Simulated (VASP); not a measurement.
# MoS2 (P6_3/mmc) in VASP: a series of runs, part 2 of 2

VASP 6.6.1.

## (3) Relaxation of shape and atoms at fixed volume, r2SCAN+D3(BJ) (16.82 Å³/atom)

This run uses another cell than the first one, of 16.82 Å³/atom.

File POSCAR:

```
MoS2
1.0
    3.1226692810      0.0000000000      0.0000000000
   -1.5613346405      2.7043109249      0.0000000000
    0.0000000000      0.0000000000     11.9501804322
Mo S
2 4
Direct
    0.3333333333      0.6666666667      0.2500000000
    0.6666666667      0.3333333333      0.7500000000
    0.3333333333      0.6666666667      0.6212857670
    0.6666666667      0.3333333333      0.1212857670
    0.3333333333      0.6666666667      0.8787142330
    0.6666666667      0.3333333333      0.3787142330
```

File INCAR.step1:

```
SYSTEM = MoS2
ALGO = Normal
EDIFF = 1E-4
ENCUT = 600
GGA = PE
ISMEAR = 0
KPAR = 4
LASPH = .True.
LCHARG = .False.
LREAL = .False.
LWAVE = .True.
NELM = 80
PREC = Accurate
SIGMA = 0.02
```

File INCAR.step2:

```
SYSTEM = MoS2
ALGO = Normal
EDIFF = 1E-6
EDIFFG = -0.01
ENCUT = 600
IBRION = 2
ISIF = 4
ISMEAR = 0
ISTART = 1
IVDW = 12
KPAR = 4
LASPH = .True.
LCHARG = .False.
LMIXTAU = .True.
LREAL = .False.
LWAVE = .False.
METAGGA = R2SCAN
NELM = 80
NSW = 50
PREC = Accurate
SIGMA = 0.02
VDW_A1 = 0.49484001
VDW_A2 = 5.73083694
VDW_S6 = 1.0
VDW_S8 = 0.78981345
```

File KPOINTS:

```
k-points
0
Gamma
  12 12 4
  0 0 0
```

Potentials or basis: VASP PAW PBE potentials, release 64 (Mo_sv, S).

Run with:

```
cat potpaw_PBE.64/Mo_sv/POTCAR potpaw_PBE.64/S/POTCAR > POTCAR
cp INCAR.step1 INCAR
mpirun -np 4 vasp_std > vasp.out
cp INCAR.step2 INCAR
mpirun -np 4 vasp_std > vasp.out
```

OUTCAR:

```text
SYSTEM = MoS2
   EDIFF = 1E-6
   EDIFFG = -0.01
   ENCUT = 600
   IBRION = 2
   ISIF = 4
   ISMEAR = 0
   ISTART = 1
   IVDW = 12
   LASPH = .True.
   LREAL = .False.
   METAGGA = R2SCAN
   NELM = 80
   NSW = 50
   PREC = Accurate
 IVDW          = 12

 ion  position               nearest neighbor table
   1  0.333  0.667  0.250-   4 2.37   6 2.37   4 2.37   6 2.37   4 2.37   6 2.37
   2  0.667  0.333  0.750-   3 2.37   5 2.37   3 2.37   5 2.37   3 2.37   5 2.37
   3  0.333  0.667  0.621-   2 2.37   2 2.37   2 2.37
   4  0.667  0.333  0.121-   1 2.37   1 2.37   1 2.37
   5  0.333  0.667  0.879-   2 2.37   2 2.37   2 2.37
   6  0.667  0.333  0.379-   1 2.37   1 2.37   1 2.37

  LATTYP: Found a hexagonal cell.
 ALAT       =     3.1226692810
 C/A-ratio  =     3.8269119644

  Lattice vectors:

 A1 = (   3.1226692810,   0.0000000000,   0.0000000000)
 A2 = (  -1.5613346405,   2.7043109249,   0.0000000000)
 A3 = (   0.0000000000,   0.0000000000,  11.9501804322)

Analysis of symmetry for initial positions (statically):
=====================================================================
 Subroutine PRICEL returns:
 Original cell was already a primitive cell.

 Routine SETGRP: Setting up the symmetry group for a
 hexagonal supercell.

 Subroutine GETGRP returns: Found 24 space group operations
 (whereof 12 operations were pure point group operations)
 out of a pool of 24 trial point group operations.

The static configuration has the point symmetry D_3d.
 The point group associated with its full space group is D_6h.

Analysis of symmetry for dynamics (positions and initial velocities):
=====================================================================
 Subroutine PRICEL returns:
 Original cell was already a primitive cell.

 Routine SETGRP: Setting up the symmetry group for a
 hexagonal supercell.

 Subroutine GETGRP returns: Found 24 space group operations
 (whereof 12 operations were pure point group operations)
 out of a pool of 24 trial point group operations.

The dynamic configuration has the point symmetry D_3d.
 The point group associated with its full space group is D_6h.

 Subroutine INISYM returns: Found 24 space group operations
 (whereof 12 operations are pure point group operations),
 and found     1 'primitive' translations

----------------------------------------------------------------------------------------

                                     Primitive cell

  volume of cell :     100.9153

  direct lattice vectors                    reciprocal lattice vectors
     3.122669281  0.000000000  0.000000000     0.320238844  0.184889983  0.000000000
    -1.561334640  2.704310925  0.000000000     0.000000000  0.369779965  0.000000000
     0.000000000  0.000000000 11.950180432     0.000000000  0.000000000  0.083680745

  length of vectors
     3.122669281  3.122669281 11.950180432     0.369779965  0.369779965  0.083680745

  position of ions in fractional coordinates (direct lattice)
     0.333333333  0.666666667  0.250000000
     0.666666667  0.333333333  0.750000000
     0.333333333  0.666666667  0.621285767
     0.666666667  0.333333333  0.121285767
     0.333333333  0.666666667  0.878714233
     0.666666667  0.333333333  0.378714233

  ion indices of the primitive-cell ions
   primitive index   ion index
                 1           1
                 2           2
                 3           3
                 4           4
                 5           5
                 6           6

----------------------------------------------------------------------------------------

 KPOINTS: k-points

Automatic generation of k-mesh.
 Grid dimensions read from file:
 generate k-points for:   12   12    4

 Generating k-lattice:

  Cartesian coordinates                     Fractional coordinates (reciprocal lattice)
     0.026686570  0.015407499  0.000000000     0.083333333  0.000000000  0.000000000
     0.000000000  0.030814997  0.000000000     0.000000000  0.083333333  0.000000000
     0.000000000  0.000000000  0.020920186     0.000000000  0.000000000  0.250000000

  Length of vectors
     0.030814997  0.030814997  0.020920186

  Shift w.r.t. Gamma in fractional coordinates (k-lattice)
     0.000000000  0.000000000  0.000000000

 Subroutine IBZKPT returns following result:
 ===========================================

 Found     57 irreducible k-points:

 Following reciprocal coordinates:
            Coordinates               Weight
  0.000000  0.000000  0.000000      1.000000
  0.083333  0.000000  0.000000      6.000000
  0.166667 -0.000000  0.000000      6.000000
  0.250000  0.000000  0.000000      6.000000
  0.333333  0.000000  0.000000      6.000000
  0.416667  0.000000  0.000000      6.000000
[... 16 lines left out ...]
  0.250000  0.000000  0.250000     12.000000
  0.333333  0.000000  0.250000     12.000000
 [... further k-points ...]
   k-points           NKPTS =     57   k-points in BZ     NKDIM =     57   number of bands    NBANDS=     31
   number of dos      NEDOS =    301   number of ions     NIONS =      6
   total plane-waves  NPLWV =  75264
   dimension x,y,z NGX =    28 NGY =   28 NGZ =   96
   dimension x,y,z NGXF=    56 NGYF=   56 NGZF=  192
   ions per type =               2   4
   NGX,Y,Z   is equivalent  to a cutoff of  14.91, 14.91, 13.36 a.u.
   NGXF,Y,Z  is equivalent  to a cutoff of  29.81, 29.81, 26.71 a.u.
 SYSTEM =  MoS2
   PREC   = accura    normal or accurate (medium, high low for compatibility)
   ISTART =      1    job   : 0-new  1-cont  2-samecut
   ICHARG =      0    charge: 1-file 2-atom 10-const
   ISPIN  =      1    spin polarized calculation?
   LNONCOLLINEAR =      F non collinear calculations
   LSORBIT =      F    spin-orbit coupling
   LASPH  =      T    aspherical Exc in radial PAW
   ENCUT  =  600.0 eV  44.10 Ry    6.64 a.u.   6.24  6.24 23.87*2*pi/ulx,y,z
   NELM   =     80;   NELMIN=  2; NELMDL=  0     # of ELM steps
   EDIFF  = 0.1E-05   stopping-criterion for ELM
   LREAL  =      F    real-space projection
   EDIFFG = -.1E-01   stopping-criterion for IOM
   NSW    =     50    number of steps for IOM
   IBRION =      2    ionic relax: 0-MD 1-quasi-New 2-CG
   NFREE  =      1    steps in history (QN), initial steepest desc. (CG)
   ISIF   =      4    stress and relaxation
   ISYM   =      2    0-nonsym 1-usesym 2-fastsym
   POTIM  = 0.5000    time-step for ionic-motion
   TEBEG  =    0.0;   TEEND  =   0.0 temperature during run
   PSTRESS=    0.0 pullay stress
   NELECT =      52.0000    total number of electrons
   NUPDOWN=      -1.0000    fix difference up-down
   EMIN   =  10.00;   EMAX   =-10.00  energy-range for DOS
   EFERMI =   0.00;   METHOD = LEGACY
   ISMEAR =     0;   SIGMA  =   0.02  broadening in eV -4-tet -1-fermi 0-gaus
   EFERMI_NEDOS =   21; number of points for ismear=-14 and -15
   IALGO  =     38    algorithm
   IMIX   =      4    mixing-type and parameters
     AMIX     =   0.40;   BMIX     =  1.00
     AMIX_MAG =   1.60;   BMIX_MAG =  1.00
  volume/ion in A,a.u.               =      16.82       113.50
  Fermi-wavevector in a.u.,A,eV,Ry     =   1.312473  2.480214 23.437183  1.722584
  Thomas-Fermi vector in A             =   2.442862
   LORBIT       =      0    0 simple, 1 ext, 2 COOP (PROOUT), +10 PAW based schemes
   METAGGA = R2SCAN    functional components
   LHFCALC =     F    Hartree Fock is set to
   AEXX    =    0.0000 exact exchange contribution
   IVDW    =    12    specifies the selected vdW correction
   LEPSILON=     F    determine dielectric tensor
   LRPA    =     F    only Hartree local field effects (RPA)
 conjugate gradient relaxation of ions
 non-spin polarized calculation
 Gauss-broadening in eV      SIGMA  =   0.02
  energy-cutoff  :      600.00
  volume of cell :      100.92
 maximum number of plane-waves:      3408
 NGX is ok and might be reduce to    28
   NGX = 13   NGY = 13   NGZ = 47

--------------------------------------- Ionic step        1  -------------------------------------------

 number of electron      52.0000001 magnetization

 Free energy of the ion-electron system (eV)
  ---------------------------------------------------
  ext. energy  EPLUGINS =         0.00000000
  ---------------------------------------------------
  free energy    TOTEN  =       -89.86278204 eV

  energy without entropy =      -89.86278204  energy(sigma->0) =      -89.86278204

------------------------ aborting loop because EDIFF is reached ----------------------------------------

 Edisp (eV)   -1.28220

 E8    (eV) :    -0.4003
[... 167 lines left out ...]
--------------------------------------- Ionic step        5  -------------------------------------------

 number of electron      51.9999997 magnetization

 Free energy of the ion-electron system (eV)
  ---------------------------------------------------
  ext. energy  EPLUGINS =         0.00000000
  ---------------------------------------------------
  free energy    TOTEN  =       -89.89616482 eV

  energy without entropy =      -89.89616482  energy(sigma->0) =      -89.89616482

 E-fermi :   8.5514     XC(G=0): -11.8979

 val. band max:        8.3630292102   @ k =   0.0000   0.0000   0.0000
 cond. band min:       9.1393730705   @ k =   0.1667   0.1667   0.0000
 fundamental gap:      0.7763438603
 Fermi energy:         8.5514198380

 k-point     1 :       0.0000    0.0000    0.0000
  band No.  band energies     occupation
      1     -55.2646      2.00000
      2     -55.2646      2.00000
      3     -28.7131      2.00000
      4     -28.7128      2.00000
      5     -28.4507      2.00000
      6     -28.4507      2.00000
[... 805 lines left out ...]
     30      10.3965      0.00000
     31      11.1670      0.00000

 [... further k-points ...]

------------------------ aborting loop because EDIFF is reached ----------------------------------------

 Edisp (eV)   -1.28356

 E8    (eV) :    -0.4009
[... 29 lines left out ...]
  FREE ENERGIE OF THE ION-ELECTRON SYSTEM (eV)
  ---------------------------------------------------
  free  energy   TOTEN  =       -91.1797247219 eV

  energy  without entropy=      -91.1797247219  energy(sigma->0) =      -91.17972472

 reached required accuracy - stopping structural energy minimisation
```

Run time: 32 min. Hardware: 4 MPI ranks of Oxide Virtual Turin-like, shared host; peak memory 0.39 GiB.

Results:

- Free energy: -91.1797 eV
- Energy gained by relaxing: 5.8 meV/atom
- Ionic steps: 5
- Pressure after relaxing: 3.8 GPa
- Largest force after relaxing: 0.004 eV/Å
- Band gap on the k mesh: 0.78 eV (least direct gap 1.82 eV)
- Dispersion energy per atom: -0.214 eV

Forces on the atoms (eV/Å):
```
Mo   0.000  0.000  0.000
Mo   0.000  0.000  0.000
S    0.000  0.000 -0.004
S    0.000  0.000 -0.004
S    0.000  0.000  0.004
S    0.000  0.000  0.004
```

The path:
| step | energy change (eV) | largest force (eV/Å) | pressure (GPa) | volume (Å³) |
| --- | --- | --- | --- | --- |
| 1 | 0.0000 | 0.5517 | 7.25 | 100.92 |
| 2 | -0.0233 | 0.0772 | 4.29 | 100.92 |
| 3 | -0.0243 | 0.0289 | 4.78 | 100.92 |
| 4 | -0.0336 | 0.0138 | 4.15 | 100.92 |
| 5 | -0.0347 | 0.0044 | 3.84 | 100.92 |

Final structure:
```
Mo S
1.0
     3.13939    0.00000    0.00000
    -1.56970    2.71879    0.00000
     0.00000    0.00000   11.82320
Mo S
2 4
Direct
  0.33333 0.66667 0.25000
  0.66667 0.33333 0.75000
  0.33333 0.66667 0.61848
  0.66667 0.33333 0.11848
  0.33333 0.66667 0.88152
  0.66667 0.33333 0.38152
```

Caveat: the PAW data sets were made with another functional, which shifts forces and pressure a little. A k mesh can miss the band edges.

## (4) Relaxation of shape and atoms at fixed volume, r2SCAN+D3(BJ) (15.75 Å³/atom)

This run uses another cell than the first one, of 15.75 Å³/atom.

File POSCAR:

```
MoS2
1.0
    3.0826422526      0.0000000000      0.0000000000
   -1.5413211263      2.6696465015      0.0000000000
    0.0000000000      0.0000000000     11.4798181731
Mo S
2 4
Direct
    0.3333333333      0.6666666667      0.2500000000
    0.6666666667      0.3333333333      0.7500000000
    0.3333333333      0.6666666667      0.6159007174
    0.6666666667      0.3333333333      0.1159007174
    0.3333333333      0.6666666667      0.8840992826
    0.6666666667      0.3333333333      0.3840992826
```

File INCAR.step1:

```
SYSTEM = MoS2
PREC     = Accurate       ! precision mode
ENCUT    = 600            ! plane-wave cutoff, eV
ISMEAR   = 0              ! smearing method
SIGMA    = 0.02           ! smearing width, eV
LREAL    = .FALSE.        ! projectors in reciprocal space
LASPH    = .TRUE.         ! aspherical terms in the spheres
NELM     = 60             ! most SCF steps
GGA      = PE             ! functional
ALGO     = Normal         ! electronic algorithm
EDIFF    = 1E-4           ! SCF threshold, eV
LWAVE    = .TRUE.         ! write WAVECAR
LCHARG   = .FALSE.        ! write CHGCAR
```

File INCAR.step2:

```
SYSTEM = MoS2
PREC     = Accurate       ! precision mode
ENCUT    = 600            ! plane-wave cutoff, eV
EDIFF    = 1E-7           ! SCF threshold, eV
ISMEAR   = 0              ! smearing method
SIGMA    = 0.02           ! smearing width, eV
LREAL    = .FALSE.        ! projectors in reciprocal space
LASPH    = .TRUE.         ! aspherical terms in the spheres
NELM     = 60             ! most SCF steps
ALGO     = Normal         ! electronic algorithm
ISIF     = 4              ! what is computed and relaxed
LWAVE    = .FALSE.        ! write WAVECAR
LCHARG   = .FALSE.        ! write CHGCAR
METAGGA  = R2SCAN         ! meta-GGA
LMIXTAU  = .TRUE.       
IVDW     = 12             ! dispersion correction
VDW_S6   = 1.0          
VDW_S8   = 0.78981345   
VDW_A1   = 0.49484001   
VDW_A2   = 5.73083694   
IBRION   = 2              ! ionic algorithm
NSW      = 50             ! ionic steps
EDIFFG   = -0.01          ! ionic threshold
ISTART   = 1
```

File KPOINTS:

```
Automatic mesh
0
G
  12 12 4
  0 0 0
```

Run with:

```
cat potpaw_PBE.64/Mo_sv/POTCAR potpaw_PBE.64/S/POTCAR > POTCAR
cp INCAR.step1 INCAR
mpirun -np 1 vasp_std > vasp.out
cp INCAR.step2 INCAR
mpirun -np 1 vasp_std > vasp.out
```

It took 1.8 h on 1 thread of Oxide Virtual Turin-like, shared host; peak memory 0.36 GiB.

Results (log left out):

```
Free energy                  : -90.9001 eV
Energy gained by relaxing    : 5.4 meV/atom
Ionic steps                  : 5
Pressure after relaxing      : 10.6 GPa
Largest force after relaxing : 0.003 eV/Å
Band gap on the k mesh       : 0.52 eV (least direct gap 1.94 eV)
Dispersion energy per atom   : -0.229 eV
```

Forces in eV/Å, atoms in the order of the input:
```
Mo   0.000  0.000  0.000
Mo   0.000  0.000  0.000
S    0.000  0.000 -0.003
S    0.000  0.000 -0.003
S    0.000  0.000  0.003
S    0.000  0.000  0.003
```

The path:
```csv
step,energy change (eV),largest force (eV/Å),pressure (GPa),volume (Å³)
1,0.0000,0.5873,13.79,94.47
2,-0.0226,0.1428,10.36,94.47
3,-0.0253,0.0330,11.18,94.47
4,-0.0319,0.0102,10.70,94.47
5,-0.0323,0.0030,10.56,94.47
```

Final structure:
```
Mo S
1.0
     3.09350    0.00000    0.00000
    -1.54675    2.67905    0.00000
     0.00000    0.00000   11.39936
Mo S
2 4
Cartesian
  0.0000 1.7860 2.8498
  1.5468 0.8930 8.5495
  0.0000 1.7860 6.9920
  1.5468 0.8930 1.2923
  0.0000 1.7860 10.1071
  1.5468 0.8930 4.4074
```

Levels at points of the mesh, in eV from the valence-band top:
| k point | band 24 | band 25 | band 26 | band 27 | band 28 | band 29 |
| --- | --- | --- | --- | --- | --- | --- |
| (0.00, 0.00, 0.00) | -1.78 | -0.93 | 0.00 | 2.05 | 2.05 | 2.07 |
| (0.50, 0.00, 0.00) | -1.97 | -1.79 | -1.69 | 1.62 | 1.72 | 1.94 |
| (0.00, 0.00, 0.50) | -2.61 | -0.26 | -0.26 | 2.03 | 2.03 | 2.03 |
| (0.50, 0.00, 0.50) | -2.05 | -1.80 | -1.80 | 1.66 | 1.66 | 2.22 |

Caveat: the PAW data sets were made with another functional, which shifts forces and pressure a little. A k mesh can miss the band edges.

## (5) Summary

```csv
task,cell,k mesh,smearing,gap on the mesh (eV),pressure (GPa)
relaxation of cell and atoms,"relaxed to 13.7 GPa from a = 3.074, b = 3.074, c = 11.272 Å, angles 90.0, 90.0, 120.0°, 6 atoms, atomic positions A",9 × 9 × 2,gaussian 0.1 eV,0.53,13.8
relaxation of shape and atoms at fixed volume,"relaxed from a = 3.123, b = 3.123, c = 11.950 Å, angles 90.0, 90.0, 120.0°, 6 atoms, atomic positions B",12 × 12 × 4,gaussian 0.02 eV,0.78,3.8
relaxation of shape and atoms at fixed volume,"relaxed from a = 3.083, b = 3.083, c = 11.480 Å, angles 90.0, 90.0, 120.0°, 6 atoms, atomic positions C",12 × 12 × 4,gaussian 0.02 eV,0.52,10.6
```

Alike in all rows: level r2SCAN+D3(BJ); potentials or basis VASP PAW PBE potentials, release 64 (Mo_sv, S); no spin polarisation; cutoff (eV) 600.

Caveats: the PAW data sets were made with another functional, which shifts forces and pressure a little; the relaxation stopped at its first step, so nothing moved (at least some runs); the cell is relaxed towards a set pressure, so the run minimises the enthalpy, not the energy (at least some runs).

Absolute energies hang on the potentials; compare differences alone.
